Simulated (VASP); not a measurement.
# BN (P6_3/mmc) in VASP: further runs

Runs on BN. Level: PBE. Tasks: electric field gradients.

Program: VASP 6.6.1. These are calculated values, not measurements. Logs are shortened: lines on timing, memory, paths and dates and some standing lists are left out, and cuts for length are marked.

### Step 1. The cell of the first run

Symmetry: P6_3/mmc, No. 194, hexagonal system. Conventional cell: a = 2.504 Å, b = 2.504 Å, c = 6.861 Å, α = 90.00°, β = 90.00°, γ = 120.00°. Within 1.9 Å of B (site symmetry -6m2) lie 3 N at 1.45 Å. N (site symmetry -6m2) has 3 B at 1.45 Å within 1.9 Å.

### Step 2. Electric field gradients, PBE (zz strain of +3 %)

INCAR

```
SYSTEM = BN
ALGO = Normal
EDIFF = 1E-8
ENCUT = 520
GGA = PE
ISIF = 2
ISMEAR = -1
LASPH = .TRUE.
LCHARG = .FALSE.
LEFG = .TRUE.
LREAL = .FALSE.
LWAVE = .FALSE.
NBANDS = 16
NELM = 80
PREC = Accurate
SIGMA = 0.02
```

KPOINTS

```
k-points
0
G
  11 11 4
  0 0 0
```

POSCAR

```
BN
1.0
    2.5039917043      0.0000000000      0.0000000000
   -1.2519958522      2.1685204268      0.0000000000
    0.0000000000      0.0000000000      6.8610360000
B N
2 2
Direct
    0.3333333333      0.6666666667      0.2500000000
    0.6666666667      0.3333333333      0.7500000000
    0.3333333333      0.6666666667      0.7500000000
    0.6666666667      0.3333333333      0.2500000000
```

Potentials or basis: VASP PAW PBE potentials, release 64 (B, N).

Launch:

```bash
> cat potpaw_PBE.64/B/POTCAR potpaw_PBE.64/N/POTCAR > POTCAR
> mpirun -np 1 vasp_std > vasp.out
```

OUTCAR:

```text
SYSTEM = BN
   EDIFF = 1E-8
   ENCUT = 520
   GGA = PE
   ISIF = 2
   ISMEAR = -1
   LASPH = .TRUE.
   LREAL = .FALSE.
   NELM = 80
   PREC = Accurate

 ion  position               nearest neighbor table
   1  0.333  0.667  0.250-   4 1.45   4 1.45   4 1.45
   2  0.667  0.333  0.750-   3 1.45   3 1.45   3 1.45
   3  0.333  0.667  0.750-   2 1.45   2 1.45   2 1.45
   4  0.667  0.333  0.250-   1 1.45   1 1.45   1 1.45

  LATTYP: Found a hexagonal cell.
 ALAT       =     2.5039917043
 C/A-ratio  =     2.7400394291

  Lattice vectors:

 A1 = (   2.5039917043,   0.0000000000,   0.0000000000)
 A2 = (  -1.2519958522,   2.1685204268,   0.0000000000)
 A3 = (   0.0000000000,   0.0000000000,   6.8610360000)

Analysis of symmetry for initial positions (statically):
=====================================================================
 Subroutine PRICEL returns:
 Original cell was already a primitive cell.

 Routine SETGRP: Setting up the symmetry group for a
 hexagonal supercell.

 Subroutine GETGRP returns: Found 24 space group operations
 (whereof 12 operations were pure point group operations)
 out of a pool of 24 trial point group operations.

The static configuration has the point symmetry D_3d.
 The point group associated with its full space group is D_6h.

Analysis of symmetry for dynamics (positions and initial velocities):
=====================================================================
 Subroutine PRICEL returns:
 Original cell was already a primitive cell.

 Routine SETGRP: Setting up the symmetry group for a
 hexagonal supercell.

 Subroutine GETGRP returns: Found 24 space group operations
 (whereof 12 operations were pure point group operations)
 out of a pool of 24 trial point group operations.

The dynamic configuration has the point symmetry D_3d.
 The point group associated with its full space group is D_6h.

 Subroutine INISYM returns: Found 24 space group operations
 (whereof 12 operations are pure point group operations),
 and found     1 'primitive' translations

----------------------------------------------------------------------------------------

                                     Primitive cell

[... 136 lines left out ...]
  ext. energy  EPLUGINS =         0.00000000
  ---------------------------------------------------
  free energy    TOTEN  =       -35.17117899 eV

  energy without entropy =      -35.17117899  energy(sigma->0) =      -35.17117899

 E-fermi :   2.4746     XC(G=0):  -9.8533

 val. band max:        2.0346126383   @ k =   0.3636   0.2727   0.0000
 cond. band min:       6.4155942881   @ k =   0.4545   0.0909   0.0000
 fundamental gap:      4.3809816498
 Fermi energy:         2.4746140197

 k-point     1 :       0.0000    0.0000    0.0000
  band No.  band energies     occupation
      1     -15.7528      2.00000
      2     -15.5245      2.00000
      3      -4.0624      2.00000
      4      -2.2536      2.00000
      5       0.6850      2.00000
      6       0.6850      2.00000
[... 433 lines left out ...]
      3      -2.7042      2.00000
      4      -2.6717      2.00000
      5      -2.3192      2.00000
      6      -1.1895      2.00000
[... 8 lines left out ...]
     15      16.7516      0.00000
     16      16.8435      0.00000

 [... further k-points ...]
[... 5 lines left out ...]
  --------------------------------------------------------------------------------------
  -------------------------------------------------------------------------------------
  Total        0.8381760      0.8381760      0.4312851     -0.0000000      0.0000000      0.0000000
  in kB       36.0462183     36.0462183     18.5476521     -0.0000000      0.0000000      0.0000000
  external PRESSURE =      30.2133629 kB  Pullay stress =       0.0000000 kB

 VOLUME and BASIS-vectors are now :
 -----------------------------------------------------------------------------
  energy-cutoff  :      520.00
  volume of cell :       37.26
      direct lattice vectors                 reciprocal lattice vectors
     2.503991704  0.000000000  0.000000000     0.399362345  0.230571958  0.000000000
    -1.251995852  2.168520427  0.000000000     0.000000000  0.461143915  0.000000000
     0.000000000  0.000000000  6.861036000     0.000000000  0.000000000  0.145750583

 POSITION                                       TOTAL-FORCE (eV/Angst)
 -----------------------------------------------------------------------------------
     -0.00000      1.44568      1.71526        -0.000000      0.000000      0.000000
      1.25200      0.72284      5.14578         0.000000     -0.000000      0.000000
     -0.00000      1.44568      5.14578        -0.000000     -0.000000      0.000000
      1.25200      0.72284      1.71526        -0.000000      0.000000      0.000000
 -----------------------------------------------------------------------------------
    total drift:                                0.000000     -0.000000      0.000000

  FREE ENERGIE OF THE ION-ELECTRON SYSTEM (eV)
  ---------------------------------------------------
  free  energy   TOTEN  =       -35.1711789855 eV

  energy  without entropy=      -35.1711789855  energy(sigma->0) =      -35.17117899

 Electric field gradients (V/A^2)
---------------------------------------------------------------------
 ion       V_xx      V_yy      V_zz      V_xy      V_xz      V_yz
---------------------------------------------------------------------
   1     -17.511   -17.511    35.023     0.000    -0.000     0.000
   2     -17.511   -17.511    35.023     0.000     0.000    -0.000
   3      -1.034    -1.034     2.068    -0.001     0.000    -0.000
   4      -1.034    -1.034     2.068    -0.001    -0.000     0.000
---------------------------------------------------------------------

 Electric field gradients after diagonalization (V/A^2)
 (convention: |V_zz| > |V_xx| > |V_yy|)
----------------------------------------------------------------------
 ion       V_xx      V_yy      V_zz     asymmetry (V_yy - V_xx)/ V_zz
----------------------------------------------------------------------
   1     -17.511   -17.511    35.023       0.000
   2     -17.511   -17.511    35.023       0.000
   3      -1.035    -1.033     2.068       0.001
   4      -1.035    -1.033     2.068       0.001
----------------------------------------------------------------------

           NMR quadrupolar parameters

 Cq : quadrupolar parameter    Cq=e*Q*V_zz/h
 eta: asymmetry parameters     (V_yy - V_xx)/ V_zz
 Q  : nuclear electric quadrupole moment in mb (millibarn)
----------------------------------------------------------------------
 ion       Cq(MHz)       eta       Q (mb)
----------------------------------------------------------------------
   1       0.085       0.000       1.000
   2       0.085       0.000       1.000
   3       0.005       0.001       1.000
   4       0.005       0.001       1.000
----------------------------------------------------------------------
```

It took 31 s on 1 thread of AMD EPYC 7R13 (Zen 3), shared host; peak memory 0.13 GiB.

Results:

- Free energy: -35.1712 eV
- Pressure: 3.0 GPa
- Band gap on the k mesh: 4.38 eV, indirect (least direct gap 4.69 eV)

Electric field gradients, principal values (V/Å²):
```csv
atom,least,middle,greatest (by size)
1 B,-17.511,-17.511,35.023
2 B,-17.511,-17.511,35.023
3 N,-1.033,-1.035,2.068
4 N,-1.033,-1.035,2.068
```

Caveat: the cell differs from its parent crystal (zz strain of +3 %); without QUAD_EFG the Cq values of the log hold for a quadrupole moment of 1 mb, not for the nuclei; this functional lacks dispersion, which binds the layers, so the pressure and a relaxed spacing across them are unreliable. A k mesh can miss the band edges.

### Step 3. Electric field gradients, PBE

This run uses another cell than the first one, of 9.04 Å³/atom, 0.971 times its volume.

INCAR

```
SYSTEM = BN
ALGO = Normal
EDIFF = 1E-8
ENCUT = 520
GGA = PE
ISIF = 2
ISMEAR = -1
LASPH = .True.
LCHARG = .False.
LEFG = .True.
LREAL = .False.
LWAVE = .False.
NBANDS = 16
NELM = 100
PREC = Accurate
SIGMA = 0.02
```

KPOINTS

```
k-points
0
Gamma
  11 11 4
  0 0 0
```

POSCAR, as its differences from that of step 2:

```diff
@@ -4,3 +4,3 @@
    -1.2519958522      2.1685204268      0.0000000000
-    0.0000000000      0.0000000000      6.8610360000
+    0.0000000000      0.0000000000      6.6612000000
 B N
```

Potentials or basis: VASP PAW PBE potentials, release 64 (B, N).

Launch:

```bash
> cat potpaw_PBE.64/B/POTCAR potpaw_PBE.64/N/POTCAR > POTCAR
> mpirun -np 1 vasp_std > vasp.out
```

OUTCAR:

```text
SYSTEM = BN
   EDIFF = 1E-8
   ENCUT = 520
   GGA = PE
   ISIF = 2
   ISMEAR = -1
   LASPH = .True.
   LREAL = .False.
   NELM = 100
   PREC = Accurate

 ion  position               nearest neighbor table
   1  0.333  0.667  0.250-   4 1.45   4 1.45   4 1.45
   2  0.667  0.333  0.750-   3 1.45   3 1.45   3 1.45
   3  0.333  0.667  0.750-   2 1.45   2 1.45   2 1.45
   4  0.667  0.333  0.250-   1 1.45   1 1.45   1 1.45

  LATTYP: Found a hexagonal cell.
 ALAT       =     2.5039917043
 C/A-ratio  =     2.6602324555

  Lattice vectors:

 A1 = (   2.5039917043,   0.0000000000,   0.0000000000)
 A2 = (  -1.2519958522,   2.1685204268,   0.0000000000)
 A3 = (   0.0000000000,   0.0000000000,   6.6612000000)

Analysis of symmetry for initial positions (statically):
=====================================================================
 Subroutine PRICEL returns:
 Original cell was already a primitive cell.

 Routine SETGRP: Setting up the symmetry group for a
 hexagonal supercell.

 Subroutine GETGRP returns: Found 24 space group operations
 (whereof 12 operations were pure point group operations)
 out of a pool of 24 trial point group operations.

The static configuration has the point symmetry D_3d.
 The point group associated with its full space group is D_6h.

Analysis of symmetry for dynamics (positions and initial velocities):
=====================================================================
 Subroutine PRICEL returns:
 Original cell was already a primitive cell.

 Routine SETGRP: Setting up the symmetry group for a
 hexagonal supercell.

[... 171 lines left out ...]
      6       0.9177      2.00000
[... 433 lines left out ...]
      3      -2.4873      2.00000
      4      -2.4330      2.00000
      5      -2.1567      2.00000
      6      -0.9013      2.00000
[... 8 lines left out ...]
     15      17.1368      0.00000
     16      17.1867      0.00000

 [... further k-points ...]
[... 5 lines left out ...]
  --------------------------------------------------------------------------------------
  -------------------------------------------------------------------------------------
  Total        0.8430100      0.8430100      0.6095399     -0.0000000      0.0000000     -0.0000000
  in kB       37.3417294     37.3417294     27.0000063     -0.0000000      0.0000000     -0.0000000
  external PRESSURE =      33.8944883 kB  Pullay stress =       0.0000000 kB

 VOLUME and BASIS-vectors are now :
 -----------------------------------------------------------------------------
  energy-cutoff  :      520.00
  volume of cell :       36.17
      direct lattice vectors                 reciprocal lattice vectors
     2.503991704  0.000000000  0.000000000     0.399362345  0.230571958  0.000000000
    -1.251995852  2.168520427  0.000000000     0.000000000  0.461143915  0.000000000
     0.000000000  0.000000000  6.661200000     0.000000000  0.000000000  0.150123101

 POSITION                                       TOTAL-FORCE (eV/Angst)
 -----------------------------------------------------------------------------------
     -0.00000      1.44568      1.66530         0.000000     -0.000000      0.000000
      1.25200      0.72284      4.99590        -0.000000      0.000000      0.000000
     -0.00000      1.44568      4.99590        -0.000000      0.000000      0.000000
      1.25200      0.72284      1.66530        -0.000000     -0.000000      0.000000
 -----------------------------------------------------------------------------------
    total drift:                               -0.000000      0.000000      0.000000

  FREE ENERGIE OF THE ION-ELECTRON SYSTEM (eV)
  ---------------------------------------------------
  free  energy   TOTEN  =       -35.1547801401 eV

  energy  without entropy=      -35.1547801401  energy(sigma->0) =      -35.15478014

 Electric field gradients (V/A^2)
---------------------------------------------------------------------
 ion       V_xx      V_yy      V_zz      V_xy      V_xz      V_yz
---------------------------------------------------------------------
   1     -17.545   -17.545    35.091     0.000    -0.000     0.000
   2     -17.545   -17.545    35.091     0.000     0.000    -0.000
   3      -0.856    -0.857     1.713    -0.001    -0.000     0.000
   4      -0.856    -0.857     1.713    -0.001     0.000    -0.000
---------------------------------------------------------------------

 Electric field gradients after diagonalization (V/A^2)
 (convention: |V_zz| > |V_xx| > |V_yy|)
----------------------------------------------------------------------
 ion       V_xx      V_yy      V_zz     asymmetry (V_yy - V_xx)/ V_zz
----------------------------------------------------------------------
   1     -17.545   -17.545    35.091       0.000
   2     -17.545   -17.545    35.091       0.000
   3      -0.857    -0.856     1.713       0.001
   4      -0.857    -0.856     1.713       0.001
----------------------------------------------------------------------

           NMR quadrupolar parameters

 Cq : quadrupolar parameter    Cq=e*Q*V_zz/h
 eta: asymmetry parameters     (V_yy - V_xx)/ V_zz
 Q  : nuclear electric quadrupole moment in mb (millibarn)
----------------------------------------------------------------------
 ion       Cq(MHz)       eta       Q (mb)
----------------------------------------------------------------------
   1       0.085       0.000       1.000
   2       0.085       0.000       1.000
   3       0.004       0.001       1.000
   4       0.004       0.001       1.000
----------------------------------------------------------------------
```

OSZICAR:

```text
N       E                     dE             d eps       ncg     rms          rms(c)
DAV:   1     0.507023813770E+02    0.50702E+02   -0.80088E+03  1536   0.923E+02
DAV:   2    -0.353664550533E+02   -0.86069E+02   -0.78278E+02  2184   0.226E+02
DAV:   3    -0.386971829813E+02   -0.33307E+01   -0.33147E+01  1984   0.430E+01
DAV:   4    -0.387183750984E+02   -0.21192E-01   -0.21188E-01  1976   0.382E+00
DAV:   5    -0.387185746837E+02   -0.19959E-03   -0.19958E-03  1944   0.350E-01    0.113E+01
DAV:   6    -0.355112582495E+02    0.32073E+01   -0.51921E+00  1992   0.175E+01    0.505E+00
DAV:   7    -0.352327534711E+02    0.27850E+00   -0.56594E-01  2056   0.550E+00    0.316E+00
DAV:   8    -0.351583414767E+02    0.74412E-01   -0.23321E-01  1984   0.324E+00    0.468E-01
DAV:   9    -0.351537275841E+02    0.46139E-02   -0.15047E-02  1744   0.997E-01    0.196E-01
DAV:  10    -0.351546699269E+02   -0.94234E-03   -0.13557E-03  1800   0.279E-01    0.357E-02
DAV:  11    -0.351547669574E+02   -0.97030E-04   -0.10157E-04  1848   0.811E-02    0.252E-02
DAV:  12    -0.351547798677E+02   -0.12910E-04   -0.30771E-05  1632   0.388E-02    0.291E-03
DAV:  13    -0.351547800214E+02   -0.15374E-06   -0.77349E-07  2104   0.664E-03    0.944E-04
DAV:  14    -0.351547801389E+02   -0.11750E-06   -0.15717E-07  1640   0.265E-03    0.188E-04
DAV:  15    -0.351547801401E+02   -0.11623E-08   -0.18937E-09  1712   0.349E-04
   1 F= -.35154780E+02 E0= -.35154780E+02  d E =-.565858E-12
```

Wall time 12 s (1 thread of Intel Xeon 6975P-C (Granite Rapids), shared host); peak memory 0.15 GiB.

What came out:

| Quantity | Value |
| --- | --- |
| Free energy | -35.1548 eV |
| Pressure | 3.4 GPa |
| Band gap on the k mesh | 4.33 eV, indirect (least direct gap 4.67 eV) |

Levels at points of the mesh, in eV from the valence-band top:
| k point | band 5 | band 6 | band 7 | band 8 | band 9 | band 10 | band 11 | band 12 |
| --- | --- | --- | --- | --- | --- | --- | --- | --- |
| (0.00, 0.00, 0.00) | -1.36 | -1.36 | -1.32 | -1.32 | 5.21 | 10.25 | 11.52 | 11.52 |
| (0.00, 0.00, 0.50) | -1.34 | -1.34 | -1.34 | -1.34 | 7.56 | 7.56 | 11.58 | 11.58 |

Electric field gradients, principal values (V/Å²):
| atom | least | middle | greatest (by size) |
| --- | --- | --- | --- |
| 1 B | -17.545 | -17.545 | 35.091 |
| 2 B | -17.545 | -17.545 | 35.091 |
| 3 N | -0.856 | -0.857 | 1.713 |
| 4 N | -0.856 | -0.857 | 1.713 |

Caveat: without QUAD_EFG the Cq values of the log hold for a quadrupole moment of 1 mb, not for the nuclei; this functional lacks dispersion, which binds the layers, so the pressure and a relaxed spacing across them are unreliable. A k mesh can miss the band edges.
